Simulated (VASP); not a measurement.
# BaF2 (Fm-3m) in VASP: settings compared, part 2 of 2

VASP 6.6.1. The steps go on from the part before.

## Step 4: Single point, LDA, collinear spin, ferromagnetic start

Input file INCAR:

```
  PREC = Accurate
  ENCUT = 600
  EDIFF = 1E-6
  ISMEAR = 0
  SIGMA = 0.0108
  LREAL = False
  LASPH = True
  NELM = 200
  ALGO = Normal
  ISIF = 2
  LWAVE = False
  LCHARG = False
  ISPIN = 2
  MAGMOM = 0.2 0.2 0.2
  LORBIT = 11
  GGA = CA
  NBANDS = 23
  GGA_COMPAT = False
```

Input file KPOINTS:

```
regular mesh
0
Gamma
  5 5 5
```

Input file POSCAR:

```
BaF2
1.0
    0.0000000000      3.1347970000      3.1347970000
    3.1347970000      0.0000000000      3.1347970000
    3.1347970000      3.1347970000      0.0000000000
Ba F
1 2
Direct
    0.0000000000      0.0000000000      0.0000000000
    0.2500000000      0.2500000000      0.2500000000
    0.7500000000      0.7500000000      0.7500000000
```

Potentials or basis: VASP PAW LDA potentials, release 64 (Ba_sv, F).

Command:

```bash
$ cat potpaw_LDA.64/Ba_sv/POTCAR potpaw_LDA.64/F/POTCAR > POTCAR
$ mpirun -np 1 vasp_std > vasp.out
```

OUTCAR:

```text
PREC = Accurate
   ENCUT = 600
   EDIFF = 1E-6
   ISMEAR = 0
   LREAL = False
   LASPH = True
   NELM = 200
   ISIF = 2
   ISPIN = 2
   LORBIT = 11
   GGA = CA

 ion  position               nearest neighbor table
   1  0.000  0.000  0.000-   2 2.71   3 2.71   3 2.71   3 2.71   3 2.71   2 2.71   2 2.71   2 2.71

   2  0.250  0.250  0.250-   1 2.71   1 2.71   1 2.71   1 2.71
   3  0.750  0.750  0.750-   1 2.71   1 2.71   1 2.71   1 2.71

  LATTYP: Found a face centered cubic cell.
 ALAT       =     6.2695940000

  Lattice vectors:
[... 725 lines left out ...]
 -----------------------------------------------------------------------------
  energy-cutoff  :      600.00
  volume of cell :       61.61
      direct lattice vectors                 reciprocal lattice vectors
     0.000000000  3.134797000  3.134797000    -0.159499961  0.159499961  0.159499961
     3.134797000  0.000000000  3.134797000     0.159499961 -0.159499961  0.159499961
     3.134797000  3.134797000  0.000000000     0.159499961  0.159499961 -0.159499961

 POSITION                                       TOTAL-FORCE (eV/Angst)
 -----------------------------------------------------------------------------------
      0.00000      0.00000      0.00000         0.000000     -0.000000     -0.000000
      1.56740      1.56740      1.56740         0.000000      0.000000      0.000000
      4.70220      4.70220      4.70220        -0.000000     -0.000000     -0.000000
 -----------------------------------------------------------------------------------
    total drift:                                0.000000      0.000000      0.000000

  FREE ENERGIE OF THE ION-ELECTRON SYSTEM (eV)
  ---------------------------------------------------
  free  energy   TOTEN  =       -18.5480748586 eV

  energy  without entropy=      -18.5480748586  energy(sigma->0) =      -18.54807486

 total charge

# of ion       s       p       d       tot
------------------------------------------
    1        1.993   5.626   0.221   7.840
    2        1.721   4.332   0.000   6.052
    3        1.721   4.332   0.000   6.052
--------------------------------------------------
tot          5.435  14.289   0.221  19.945

 magnetization (x)

# of ion       s       p       d       tot
------------------------------------------
    1        0.000  -0.000   0.000  -0.000
    2       -0.000  -0.000   0.000  -0.000
    3       -0.000  -0.000   0.000  -0.000
--------------------------------------------------
tot         -0.000  -0.000   0.000  -0.000
```

OSZICAR:

```text
N       E                     dE             d eps       ncg     rms          rms(c)
DAV:   1     0.140299142763E+03    0.14030E+03   -0.13100E+04   920   0.106E+03
DAV:   2    -0.127116941934E+02   -0.15301E+03   -0.14814E+03  1131   0.239E+02
DAV:   3    -0.201392159688E+02   -0.74275E+01   -0.73903E+01  1193   0.488E+01
DAV:   4    -0.202629532274E+02   -0.12374E+00   -0.12371E+00  1073   0.570E+00
DAV:   5    -0.202652790904E+02   -0.23259E-02   -0.23258E-02  1130   0.636E-01    0.837E+00
DAV:   6    -0.186479619414E+02    0.16173E+01   -0.60530E+00   983   0.162E+01    0.417E+00
DAV:   7    -0.185813658004E+02    0.66596E-01   -0.19437E-01  1053   0.284E+00    0.210E+00
DAV:   8    -0.185452775876E+02    0.36088E-01   -0.52386E-02  1118   0.185E+00    0.442E-01
DAV:   9    -0.185467740916E+02   -0.14965E-02   -0.28666E-03  1148   0.286E-01    0.199E-01
DAV:  10    -0.185475336785E+02   -0.75959E-03   -0.34844E-04  1060   0.117E-01    0.984E-02
DAV:  11    -0.185480492618E+02   -0.51558E-03   -0.24813E-04  1041   0.886E-02    0.241E-02
DAV:  12    -0.185480698729E+02   -0.20611E-04   -0.13691E-05  1095   0.218E-02    0.108E-02
DAV:  13    -0.185480742540E+02   -0.43812E-05   -0.29783E-06  1074   0.113E-02    0.595E-03
DAV:  14    -0.185480748586E+02   -0.60458E-06   -0.39088E-07   943   0.390E-03
   1 F= -.18548075E+02 E0= -.18548075E+02  d E =-.763318E-25  mag=    -0.0000
```

Wall time 37 s (1 thread of Intel Xeon 6975P-C, shared host); peak memory 0.19 GiB.

What came out:

| Quantity | Value |
| --- | --- |
| Free energy | -18.5481 eV |
| Pressure | -5.1 GPa |
| Band gap on the k mesh | 6.25 eV, indirect (least direct gap 6.32 eV) |
| Net moment | 0.00 μB per cell |
| Valence electrons inside the program's atomic spheres | Ba 7.84; F 6.05 |

Levels at points of the mesh, in eV from the valence-band top:
Spin up:
| k point | band 10 | band 11 | band 12 | band 13 | band 14 | band 15 |
| --- | --- | --- | --- | --- | --- | --- |
| (0.00, 0.00, 0.00) | -0.07 | -0.07 | -0.07 | 6.25 | 8.95 | 8.95 |
Spin down:
```tsv
k point	band 8	band 9	band 10	band 11	band 12	band 13	band 14	band 15	band 16	band 17
(0.00, 0.00, 0.00)	-1.45	-1.45	-0.07	-0.07	-0.07	6.25	8.95	8.95	11.05	11.05
```

Caveat: spin-orbit coupling is left out, which moves the levels of the heavy elements. A k mesh can miss the band edges.

## Step 5: Single point, r2SCAN

POSCAR is that of step 4.

Input file INCAR.step1:

```
PREC = Accurate ; ENCUT = 660
ISMEAR = 0 ; SIGMA = 0.0108
LREAL = F ; LASPH = T
NELM = 120 ; NBANDS = 19
GGA = PE ; ALGO = Normal
EDIFF = 1E-5 ; LWAVE = T
LCHARG = F ; GGA_COMPAT = F
```

Input file INCAR.step2:

```
PREC = Accurate ; ENCUT = 660
EDIFF = 1E-6 ; ISMEAR = 0
SIGMA = 0.0108 ; LREAL = F
LASPH = T ; NELM = 120
ALGO = Normal ; ISIF = 2
LWAVE = F ; LCHARG = T
METAGGA = R2SCAN ; LMIXTAU = T
LELF = T ; LVHAR = T
NBANDS = 19 ; ISTART = 1
GGA_COMPAT = F
```

Input file KPOINTS:

```
regular mesh
0
Gamma
  7 7 7
```

Potentials or basis: VASP PAW PBE potentials, release 64 (Ba_sv, F).

Command:

```bash
$ cat potpaw_PBE.64/Ba_sv/POTCAR potpaw_PBE.64/F/POTCAR > POTCAR
$ cp INCAR.step1 INCAR
$ mpirun -np 1 vasp_std > vasp.out
$ cp INCAR.step2 INCAR
$ mpirun -np 1 vasp_std > vasp.out
```

Wall time 2.6 min (1 thread of Intel Xeon Platinum 8259CL at 2.50GHz (Skylake/Cascade Lake), shared host); peak memory 0.27 GiB.

The run converged. Its results:

```yaml
Free_energy: -45.0687 eV
Pressure: -1.3 GPa
Band_gap_on_the_k_mesh: 7.21 eV, indirect (least direct gap 7.26 eV)
```

Levels at points of the mesh, in eV from the valence-band top:
| k point | band 10 | band 11 | band 12 | band 13 | band 14 | band 15 |
| --- | --- | --- | --- | --- | --- | --- |
| (0.00, 0.00, 0.00) | -0.05 | -0.05 | -0.05 | 7.21 | 9.79 | 9.79 |

Caveat: the PAW data sets were made with another functional, which shifts forces and pressure a little; spin-orbit coupling is left out, which moves the levels of the heavy elements.

## Step 6: The runs side by side

| level | potentials or basis | spin | k mesh | cutoff (eV) | gap on the mesh (eV) | pressure (GPa) |
| --- | --- | --- | --- | --- | --- | --- |
| r2SCAN | VASP PAW PBE potentials, release 64 (Ba_sv, F) | off | 5 × 5 × 5 | 660 | 7.19 | -1.3 |
| LDA | VASP PAW LDA potentials, release 64 (Ba_sv, F) | collinear, ferromagnetic start | 5 × 5 × 5 | 600 | 6.25 | -5.1 |
| r2SCAN | VASP PAW PBE potentials, release 64 (Ba_sv, F) | off | 7 × 7 × 7 | 660 | 7.21 | -1.3 |

Alike in all rows: task single point; cell as given; smearing gaussian 0.0108 eV.

Caveats: spin-orbit coupling is left out, which moves the levels of the heavy elements; the PAW data sets were made with another functional, which shifts forces and pressure a little (some runs).

Total energies depend on the potentials used, so only differences within one code and one set of settings carry meaning.
